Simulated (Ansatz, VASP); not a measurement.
**Two plane-wave programs on Li**

```xyz
4
Lattice="3.1264 0.0000 0.0000 -1.5632 2.7076 0.0000 0.0000 0.0000 10.2109" Properties=species:S:1:pos:R:3 pbc="T T T"
Li    0.0000    0.0000    0.0000
Li    0.0000    0.0000    5.1055
Li    0.0000    1.8050    2.5527
Li    1.5632    0.9025    7.6582
```

Alike in both runs: task relaxation of cell and atoms; functional BLYP; k mesh 12 × 12 × 3; occupations fermi-dirac, width 0.1 eV; no spin polarisation.

```csv
,VASP,Ansatz
version,VASP 6.6.1,Ansatz 0.2.0
potentials or method,"VASP PAW PBE potentials, release 64 (Li_sv), cutoff 600 eV","plane waves (420 eV) with PAW, scalar-relativistic"
valence electrons in the cell,12,12
```

|  | VASP | Ansatz | Ansatz less VASP |
| --- | --- | --- | --- |
| relaxed volume (Å³/atom) | 19.85 | 19.97 | +0.113 |
| relaxed length of the cell vector where the two differ most in proportion (Å) | 3.041 | 3.048 | +0.0067 |

VASP's potentials were made for PBE, not for BLYP.

Noted on VASP's run: the cutoff is under 1.25 times that of the potentials, so the pressure is a little rough.
